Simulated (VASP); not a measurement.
# BN in VASP: further runs, part 2 of 2

VASP 6.6.1. The steps go on from the part before.

## (3) Single point, PBE

This run uses another cell than the first one, of 5.97 Å³/atom, 1.176 times its volume.

INCAR

```
  ALGO = Normal
  EDIFF = 1E-7
  ENCUT = 520
  GGA = PE
  ISIF = 2
  ISMEAR = 0
  LASPH = T
  LCHARG = F
  LREAL = F
  LWAVE = F
  NBANDS = 16
  NELM = 60
  PREC = Accurate
  SIGMA = 0.05
```

KPOINTS

```
k-points
0
Gamma
  12 12 8
```

POSCAR

```
BN
1.0
    2.5539396017      0.0000000000      0.0000000000
   -1.2769698009      2.2117765748      0.0000000000
    0.0000000000      0.0000000000      4.2268550000
B N
2 2
Direct
    0.6666666700      0.3333333300      0.9997240000
    0.3333333300      0.6666666700      0.4997240000
    0.6666666700      0.3333333300      0.6252760000
    0.3333333300      0.6666666700      0.1252760000
```

Potentials or basis: VASP PAW PBE potentials, release 64 (B, N).

On the command line:

```sh
cat potpaw_PBE.64/B/POTCAR potpaw_PBE.64/N/POTCAR > POTCAR
mpirun -np 1 vasp_std > vasp.out
```

OUTCAR:

```text
EDIFF = 1E-7
   ENCUT = 520
   GGA = PE
   ISIF = 2
   ISMEAR = 0
   LASPH = T
   LREAL = F
   NELM = 60
   PREC = Accurate

 ion  position               nearest neighbor table
   1  0.667  0.333  1.000-   4 1.57   4 1.57   4 1.57   3 1.58
   2  0.333  0.667  0.500-   3 1.57   3 1.57   3 1.57   4 1.58
   3  0.667  0.333  0.625-   2 1.57   2 1.57   2 1.57   1 1.58
   4  0.333  0.667  0.125-   1 1.57   1 1.57   1 1.57   2 1.58

[... 657 lines left out ...]

  FORCE on cell =-STRESS in cart. coord.  units (eV):
  Direction    XX          YY          ZZ          XY          YZ          ZX
  --------------------------------------------------------------------------------------
  -------------------------------------------------------------------------------------
  Total        0.0673658      0.0673658     -0.0483598     -0.0000000      0.0000000      0.0000000
  in kB        4.5204395      4.5204395     -3.2450835     -0.0000000      0.0000000      0.0000000
  external PRESSURE =       1.9319319 kB  Pullay stress =       0.0000000 kB

 VOLUME and BASIS-vectors are now :
 -----------------------------------------------------------------------------
  energy-cutoff  :      520.00
  volume of cell :       23.88
      direct lattice vectors                 reciprocal lattice vectors
     2.553939602  0.000000000  0.000000000     0.391551938  0.226062617  0.000000000
    -1.276969801  2.211776575  0.000000000     0.000000000  0.452125233  0.000000000
     0.000000000  0.000000000  4.226855000     0.000000000  0.000000000  0.236582518

 POSITION                                       TOTAL-FORCE (eV/Angst)
 -----------------------------------------------------------------------------------
      1.27697      0.73726      4.22569         0.000000      0.000000      0.014245
     -0.00000      1.47452      2.11226         0.000000      0.000000      0.014245
      1.27697      0.73726      2.64295         0.000000     -0.000000     -0.014245
     -0.00000      1.47452      0.52952        -0.000000      0.000000     -0.014245
 -----------------------------------------------------------------------------------
    total drift:                                0.000001     -0.000000      0.000168

  FREE ENERGIE OF THE ION-ELECTRON SYSTEM (eV)
  ---------------------------------------------------
  free  energy   TOTEN  =       -34.8327052261 eV

  energy  without entropy=      -34.8327052261  energy(sigma->0) =      -34.83270523
```

stdout:

```text
POSCAR found type information on POSCAR B N
 POSCAR found :  2 types and       4 ions
 scaLAPACK will be used
 LDA part: xc-table for (Slater+PW92), standard interpolation
 POSCAR, INCAR and KPOINTS ok, starting setup
 FFT: planning ... GRIDC
 FFT: planning ... GRID_SOFT
 FFT: planning ... GRID
 WAVECAR not read
 entering main loop
```

Wall time 19 s (1 thread of Intel Xeon 6975P-C, shared host); peak memory 0.15 GiB.

What came out:

| Property | Result |
| --- | --- |
| Free energy | -34.8327 eV |
| Pressure | 0.2 GPa |
| Largest force | 0.014 eV/Å |
| Band gap on the k mesh | 5.20 eV, indirect (least direct gap 8.23 eV) |

Forces in eV/Å, atoms in the order of the input:
```
B    0.000  0.000  0.014
B    0.000  0.000  0.014
N    0.000  0.000 -0.014
N    0.000  0.000 -0.014
```

Stress tensor (GPa, compression positive):
```
 0.45  0.00  0.00
 0.00  0.45  0.00
 0.00  0.00 -0.32
```

Levels at points of the mesh, in eV from the valence-band top:
```csv
k point,band 5,band 6,band 7,band 8,band 9,band 10,band 11,band 12
"(0.00, 0.00, 0.00)",-2.10,-0.28,0.00,0.00,8.33,8.33,8.53,9.42
"(0.50, 0.00, 0.00)",-6.86,-4.93,-4.37,-2.09,6.68,7.93,10.55,11.39
"(0.00, 0.00, 0.50)",-1.16,-1.16,-1.16,-1.16,9.41,9.41,9.88,9.88
"(0.50, 0.00, 0.50)",-3.73,-3.73,-3.55,-3.55,6.55,6.55,9.97,9.97
```

A k mesh can miss the band edges. PBE gaps usually lie below the measured ones, often by a third to a half.

## (4) Single point, PBE

This run uses another cell than the first one, of 5.97 Å³/atom, 1.176 times its volume.

INCAR

```
SYSTEM = BN
PREC = Accurate
ENCUT = 520
EDIFF = 1E-6
ISMEAR = 0
SIGMA = 0.05
LREAL = .FALSE.
LASPH = .TRUE.
NELM = 60
ALGO = Normal
ISIF = 2
LWAVE = .FALSE.
LCHARG = .FALSE.
GGA = PE
NBANDS = 16
```

KPOINTS

```
regular mesh
0
G
  12 12 8
  0 0 0
```

POSCAR: that of step 3 with these lines changed.

```diff
@@ -11,2 +11,2 @@
     0.6666666700      0.3333333300      0.6252760000
-    0.3333333300      0.6666666700      0.1252760000
+    0.3333333300      0.6666666700      0.1489342518
```

On the command line:

```sh
cat potpaw_PBE.64/B/POTCAR potpaw_PBE.64/N/POTCAR > POTCAR
mpirun -np 1 vasp_std > vasp.out
```

It took 25 s on 1 thread of Intel Xeon 6975P-C, shared host; peak memory 0.16 GiB.

It converged, with:

| Item | Value |
| --- | --- |
| Free energy | -34.6311 eV |
| Pressure | 1.7 GPa |
| Largest force | 4.193 eV/Å |
| Band gap on the k mesh | 4.33 eV, indirect (least direct gap 7.76 eV) |

Forces on the atoms (eV/Å):
```
B    0.000  0.000  1.498
B    0.000  0.000  1.323
N    0.000  0.000  1.371
N    0.000  0.000 -4.193
```

Stress tensor (GPa, compression positive):
```
0.64 0.00 0.00
0.00 0.64 0.00
0.00 0.00 3.94
```

Levels at points of the mesh, in eV from the valence-band top:
```
           k point  band 4  band 5  band 6  band 7  band 8  band 9  band 10  band 11  band 12  band 13
(0.00, 0.00, 0.00)   -2.30   -2.30   -1.08    0.00    0.00    7.93     7.93     8.60     9.22    10.21
(0.50, 0.00, 0.00)   -7.84   -7.29   -5.11   -4.98   -1.99    6.44     7.31     9.52    10.89    12.64
(0.00, 0.00, 0.50)   -5.90   -1.56   -1.56   -1.01   -1.01    9.00     9.38     9.39     9.39     9.82
(0.50, 0.00, 0.50)  -10.00   -4.33   -4.13   -3.82   -3.48    6.14     6.33     9.70    10.05    12.73
```

Caveat: forces of over 1 eV/Å act on the atoms, so gaps and moduli don't describe the material at rest. A k mesh can miss the band edges.
